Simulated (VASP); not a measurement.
MgS: single point with PBEsol

The system is MgS.

```
Mg S
1.0
     0.00000    2.59088    2.59088
     2.59088    0.00000    2.59088
     2.59088    2.59088    0.00000
Mg S
1 1
Direct
  0.00000 0.00000 0.00000
  0.50000 0.50000 0.50000
```

| Quantity | Value |
| --- | --- |
| Program | VASP 6.6.1 |
| Task | single point |
| Functional | PBEsol |
| Potentials or basis | VASP PAW PBE potentials, release 64 (Mg, S) |
| Cutoff | 520 eV |
| k mesh | 8 × 8 × 8 |
| Occupations | fermi-dirac, width 0.02 eV |
| Spin | no spin polarisation |

| Quantity | Value |
| --- | --- |
| Pressure | -0.2 GPa |
| Band gap on the k mesh | 2.73 eV, indirect (least direct gap 3.69 eV) |

Levels at points of the mesh, in eV from the valence-band top:
| k point | band 1 | band 2 | band 3 | band 4 | band 5 | band 6 | band 7 | band 8 | band 9 |
| --- | --- | --- | --- | --- | --- | --- | --- | --- | --- |
| (0.00, 0.00, 0.00) | -12.76 | 0.00 | 0.00 | 0.00 | 3.69 | 7.85 | 7.85 | 7.85 | 10.33 |
| (0.50, 0.00, 0.00) | -11.40 | -4.96 | -0.61 | -0.61 | 4.42 | 6.84 | 6.84 | 10.20 | 12.04 |
| (0.50, 0.50, 0.00) | -11.01 | -4.33 | -1.74 | -1.74 | 2.73 | 4.21 | 11.99 | 12.86 | 13.39 |

Wall time 5 s on 1 thread of Intel(R) Xeon(R) 6975P-C (Granite Rapids), with other jobs on the host, peak memory 0.15 GiB.

Caveat: the PAW data sets were made with another functional, which shifts forces and pressure a little. A k mesh can miss the band edges.
